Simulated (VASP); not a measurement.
# Li (C2/c) in VASP: notebook

Li is run at these levels: PBEsol; tasks: single point.

Everything below comes from runs of VASP 6.6.1. Logs are shortened: lines on timing, memory, paths and dates and some standing lists are left out, and cuts for length are marked.

### Step 1. The cell of the first run

Symmetry: C2/c, No. 15, monoclinic system. The conventional cell has a = 3.080 Å, b = 5.278 Å, c = 4.975 Å, α = 90.00°, β = 90.31°, γ = 90.00°. Within 4.0 Å of Li (site symmetry 2) lie 12 Li at 3.04 to 3.08 Å.

### Step 2. Single point, PBEsol (20.22 Å³/atom)

INCAR reads:

```
SYSTEM = Li
ALGO = Normal
EDIFF = 1E-7
ENCUT = 520
GGA = PS
ISIF = 2
ISMEAR = -1
LASPH = .True.
LCHARG = .True.
LELF = .True.
LREAL = .False.
LVHAR = .True.
LWAVE = .False.
NBANDS = 10
NELM = 60
PREC = Accurate
SIGMA = 0.1
```

KPOINTS reads:

```
k-points
0
Gamma
  15 15 7
  0 0 0
```

POSCAR reads:

```
Li
1.0
   -2.0474822384      1.6848150833      1.5187397086
    1.6848150833     -2.0474822384      1.5187397086
    3.8285335294      3.8285335294     -2.1829652675
Li
2
Direct
    0.9556141267      0.0443858733      0.0000000000
    0.7943858733      0.2056141267      0.5000000000
```

Potentials or basis: VASP PAW PBE potentials, release 64 (Li_sv).

Launch:

```bash
$ cat potpaw_PBE.64/Li_sv/POTCAR > POTCAR
$ mpirun -np 1 vasp_std > vasp.out
```

OUTCAR:

```text
SYSTEM = Li
   EDIFF = 1E-7
   ENCUT = 520
   GGA = PS
   ISIF = 2
   ISMEAR = -1
   LASPH = .True.
   LREAL = .False.
   NELM = 60
   PREC = Accurate

 ion  position               nearest neighbor table
   1  0.956  0.044  0.000-
   2  0.794  0.206  0.500-

  Warning from LATTYP: Got some problem with cell dimensions!
  Tried to take original basis but could not verify dimensions!
  LATTYP: Found a base centered monoclinic cell.
 ALAT       =     3.0804766093
 B/A-ratio  =     1.7134574160
 C/A-ratio  =     1.6151412678
 COS(beta)  =    -0.0053278123

  Lattice vectors:

 A1 = (   2.0474822384,  -1.6848150833,  -1.5187397086)
 A2 = (  -1.6848150833,   2.0474822384,  -1.5187397086)
 A3 = (   3.4658663743,   3.4658663743,   0.8545141497)

Analysis of symmetry for initial positions (statically):
=====================================================================
 Subroutine PRICEL returns:
 Original cell was already a primitive cell.

 Routine SETGRP: Setting up the symmetry group for a
 base centered monoclinic supercell.

 Subroutine GETGRP returns: Found  4 space group operations
 (whereof  2 operations were pure point group operations)
 out of a pool of  4 trial point group operations.

The static configuration has the point symmetry C_2 .
 The point group associated with its full space group is C_2h.

Analysis of symmetry for dynamics (positions and initial velocities):
=====================================================================
 Subroutine PRICEL returns:
 Original cell was already a primitive cell.

 Routine SETGRP: Setting up the symmetry group for a
 base centered monoclinic supercell.

 Subroutine GETGRP returns: Found  4 space group operations
 (whereof  2 operations were pure point group operations)
 out of a pool of  4 trial point group operations.

The dynamic configuration has the point symmetry C_2 .
 The point group associated with its full space group is C_2h.

 Subroutine INISYM returns: Found  4 space group operations
 (whereof  2 operations are pure point group operations),
 and found     1 'primitive' translations

----------------------------------------------------------------------------------------

                                     Primitive cell

  volume of cell :      40.4484

  direct lattice vectors                    reciprocal lattice vectors
    -2.047482238  1.684815083  1.518739709    -0.033251329  0.234680165  0.353270418
     1.684815083 -2.047482238  1.518739709     0.234680165 -0.033251329  0.353270418
     3.828533529  3.828533529 -2.182965268     0.140138726  0.140138726  0.033464400

  length of vectors
[... 90 lines left out ...]
   POTIM  = 0.5000    time-step for ionic-motion
   TEBEG  =    0.0;   TEEND  =   0.0 temperature during run
   PSTRESS=    0.0 pullay stress
   NELECT =       6.0000    total number of electrons
   NUPDOWN=      -1.0000    fix difference up-down
   EMIN   =  10.00;   EMAX   =-10.00  energy-range for DOS
   EFERMI =   0.00;   METHOD = LEGACY
   ISMEAR =    -1;   SIGMA  =   0.10  broadening in eV -4-tet -1-fermi 0-gaus
   EFERMI_NEDOS =   21; number of points for ismear=-14 and -15
   IALGO  =     38    algorithm
   IMIX   =      4    mixing-type and parameters
     AMIX     =   0.40;   BMIX     =  1.00
     AMIX_MAG =   1.60;   BMIX_MAG =  1.00
  volume/ion in A,a.u.               =      20.22       136.48
  Fermi-wavevector in a.u.,A,eV,Ry     =   0.866612  1.637660 10.218202  0.751017
  Thomas-Fermi vector in A             =   1.985026
   LORBIT       =      0    0 simple, 1 ext, 2 COOP (PROOUT), +10 PAW based schemes
   GGA     = PS    functional components
   LHFCALC =     F    Hartree Fock is set to
   AEXX    =    0.0000 exact exchange contribution
   IVDW    =     0    specifies the selected vdW correction
   LEPSILON=     F    determine dielectric tensor
   LRPA    =     F    only Hartree local field effects (RPA)
 non-spin polarized calculation
  energy-cutoff  :      520.00
  volume of cell :       40.45
 maximum number of plane-waves:      1106
   NGX = 11   NGY = 11   NGZ = 21

 number of electron       5.9999998 magnetization

 Free energy of the ion-electron system (eV)
  ---------------------------------------------------
  ext. energy  EPLUGINS =         0.00000000
  ---------------------------------------------------
  free energy    TOTEN  =        -3.94940209 eV

  energy without entropy =       -3.91606070  energy(sigma->0) =       -3.93273140

 E-fermi :   0.6224     XC(G=0):  -7.0231

 val. band max:        0.6209316007   @ k =  -0.1333  -0.4000   0.4286
 cond. band min:       0.6246139551   @ k =   0.3333   0.2000   0.2857
 fundamental gap:      0.0036823545
 Fermi energy:         0.6223754653

 k-point     1 :       0.0000    0.0000    0.0000
  band No.  band energies     occupation
      1     -45.2757      2.00000
      2     -45.2561      2.00000
      3      -2.9250      2.00000
      4       0.6453      0.88580
      5       3.6174      0.00000
      6      12.9432      0.00000
      7      13.1625      0.00000
      8      14.4367      0.00000
      9      14.4987      0.00000
     10      15.2446      0.00000
[... 287 lines left out ...]
 k-point    24 :       0.2000    0.1333    0.0000
  band No.  band energies     occupation
      1     -45.2615      2.00000
      2     -45.2548      2.00000
      3      -1.1012      2.00000
      4       0.4426      1.71580
      5       6.7273      0.00000
      6       7.7721      0.00000
      7       8.5536      0.00000
      8      10.2289      0.00000
      9      11.1232      0.00000
     10      12.5122      0.00000

 [... further k-points ...]

------------------------ aborting loop because EDIFF is reached ----------------------------------------

  FORCE on cell =-STRESS in cart. coord.  units (eV):
  Direction    XX          YY          ZZ          XY          YZ          ZX
  --------------------------------------------------------------------------------------
  -------------------------------------------------------------------------------------
  Total       -0.0052737     -0.0052737     -0.0443142      0.0256557      0.0007446      0.0007446
  in kB       -0.2088918     -0.2088918     -1.7553021      1.0162312      0.0294933      0.0294934
  external PRESSURE =      -0.7243619 kB  Pullay stress =       0.0000000 kB

 VOLUME and BASIS-vectors are now :
 -----------------------------------------------------------------------------
  energy-cutoff  :      520.00
  volume of cell :       40.45
      direct lattice vectors                 reciprocal lattice vectors
    -2.047482238  1.684815083  1.518739709    -0.033251329  0.234680165  0.353270418
     1.684815083 -2.047482238  1.518739709     0.234680165 -0.033251329  0.353270418
     3.828533529  3.828533529 -2.182965268     0.140138726  0.140138726  0.033464400

 POSITION                                       TOTAL-FORCE (eV/Angst)
 -----------------------------------------------------------------------------------
     -1.88182      1.51915      1.51874        -0.000645      0.000645      0.000000
      0.63420      2.83167      0.42726         0.000645     -0.000645     -0.000000
 -----------------------------------------------------------------------------------
    total drift:                                0.000000     -0.000000      0.000000

  FREE ENERGIE OF THE ION-ELECTRON SYSTEM (eV)
  ---------------------------------------------------
  free  energy   TOTEN  =        -3.9494020927 eV

  energy  without entropy=       -3.9160607025  energy(sigma->0) =       -3.93273140
```

OSZICAR:

```text
N       E                     dE             d eps       ncg     rms          rms(c)
DAV:   1     0.127616837754E+02    0.12762E+02   -0.24325E+03  8480   0.542E+02
DAV:   2    -0.194679822901E+01   -0.14708E+02   -0.14363E+02 11010   0.996E+01
DAV:   3    -0.391202111750E+01   -0.19652E+01   -0.19497E+01 13714   0.275E+01
DAV:   4    -0.395385138727E+01   -0.41830E-01   -0.41759E-01 11244   0.424E+00
DAV:   5    -0.395434171353E+01   -0.49033E-03   -0.49030E-03 11434   0.420E-01    0.490E-01
DAV:   6    -0.395083777202E+01    0.35039E-02   -0.12697E-03 13832   0.182E-01    0.273E-01
DAV:   7    -0.394935277157E+01    0.14850E-02   -0.27181E-03 12754   0.288E-01    0.355E-02
DAV:   8    -0.394940364266E+01   -0.50871E-04   -0.54676E-04 11124   0.142E-01    0.122E-02
DAV:   9    -0.394940235406E+01    0.12886E-05   -0.43849E-06 11148   0.153E-02    0.120E-03
DAV:  10    -0.394940222558E+01    0.12848E-06   -0.44124E-07  9922   0.611E-03    0.104E-03
DAV:  11    -0.394940211021E+01    0.11537E-06   -0.20575E-08  6986   0.152E-03    0.194E-04
DAV:  12    -0.394940209266E+01    0.17550E-07   -0.48566E-09  5018   0.657E-04
   1 F= -.39494021E+01 E0= -.39327314E+01  d E =-.333414E-01
```

stdout:

```text
POSCAR found type information on POSCAR Li
 POSCAR found :  1 types and       2 ions
 scaLAPACK will be used
 -----------------------------------------------------------------------------
|                                                                             |
|                                                                             |
|     You enforced a specific xc type in the INCAR file but a different       |
|     I HOPE YOU KNOW WHAT YOU ARE DOING!                                     |
|                                                                             |
 -----------------------------------------------------------------------------

 LDA part: xc-table for (Slater+PW92), standard interpolation
 POSCAR, INCAR and KPOINTS ok, starting setup
 FFT: planning ... GRIDC
 FFT: planning ... GRID_SOFT
 FFT: planning ... GRID
 WAVECAR not read
 entering main loop
```

It took 65 s on 1 thread of Intel Xeon 8259CL, shared host; peak memory 0.26 GiB.

Results:

```
Free energy            : -3.9494 eV
Band gap on the k mesh : zero (bands 3 and 4 overlap by 4.48 eV)
```

Caveat: the cutoff is under 1.25 times the usual one of these potentials, so pressure, stress and relaxed cells hold a basis-set (Pulay) error; the PAW data sets were made with another functional, which shifts forces and pressure a little.

### Step 3. Single point, PBEsol (21.84 Å³/atom)

This run uses another cell than the first one, of 21.84 Å³/atom.

INCAR reads:

```
SYSTEM = Li
  PREC = Accurate
  ENCUT = 520
  EDIFF = 1E-6
  ISMEAR = -1
  SIGMA = 0.1
  LREAL = .FALSE.
  LASPH = .TRUE.
  NELM = 60
  ALGO = Normal
  ISIF = 2
  LWAVE = .FALSE.
  LCHARG = .FALSE.
  GGA = PS
  NBANDS = 10
```

KPOINTS reads:

```
regular mesh
0
G
  15 15 7
  0 0 0
```

POSCAR reads:

```
Li
1.0
   -2.1006872274      1.7285959602      1.5582050226
    1.7285959602     -2.1006872274      1.5582050226
    3.9280201478      3.9280201478     -2.2396908599
Li
2
Direct
    0.9556141267      0.0443858733      0.0000000000
    0.7943858733      0.2056141267      0.5000000000
```

Potentials or basis: VASP PAW PBE potentials, release 64 (Li_sv).

Launch:

```bash
$ cat potpaw_PBE.64/Li_sv/POTCAR > POTCAR
$ mpirun -np 1 vasp_std > vasp.out
```

Wall time 54 s (1 thread of Intel Xeon 8259CL, shared host); peak memory 0.27 GiB.

The run converged. Its results:

```
Free energy            : -3.9408 eV
Band gap on the k mesh : zero (bands 3 and 4 overlap by 4.33 eV)
```

Levels at points of the mesh, in eV from the Fermi level:
| k point | band 1 | band 2 | band 3 | band 4 | band 5 | band 6 | band 7 | band 8 |
| --- | --- | --- | --- | --- | --- | --- | --- | --- |
| (0.00, 0.00, 0.00) | -46.03 | -46.02 | -3.45 | 0.05 | 2.75 | 11.68 | 11.89 | 13.11 |

Caveat: the cutoff is under 1.25 times the usual one of these potentials, so pressure, stress and relaxed cells hold a basis-set (Pulay) error; the PAW data sets were made with another functional, which shifts forces and pressure a little.

[end of part 1 of 2]
